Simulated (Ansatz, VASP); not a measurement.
# BiP in VASP and in Ansatz

```
Bi P
1.0
     3.76455    0.00000    0.00000
    -1.88228    3.26020    0.00000
     0.00000    0.00000    4.36098
Bi P
1 1
Direct
  0.00000 0.00000 0.50000
  0.00000 0.00000 0.00000
```

Change from the starting cell: volume scaled by 0.94.

Alike in both runs: task single point; functional PBE; k mesh 8 × 8 × 6; occupations fermi-dirac, width 0.05 eV; no spin polarisation.

|  | VASP | Ansatz |
| --- | --- | --- |
| version | VASP 6.6.1 | Ansatz 0.2.0 |
| potentials or method | VASP PAW PBE potentials, release 64 (Bi_d, P), cutoff 500 eV | all-electron LAPW, scalar-relativistic |

VASP gave:

| Item | Value |
| --- | --- |
| gap on the k mesh at the Fermi level (eV) | none |
| pressure (GPa) | 27.5 |
| traceless stress, the component that is largest in VASP (GPa) | 48.15 |

Q: Which values does Ansatz return?

A: gap on the k mesh at the Fermi level (eV): none; pressure (GPa): 27.9; traceless stress, the component that is largest in VASP (GPa): 49.03.

A gap of «none» marks a metal or a gap that the smearing closes. Ansatz ran all-electron here, and VASP with PAW potentials.

Spin-orbit coupling is off throughout.
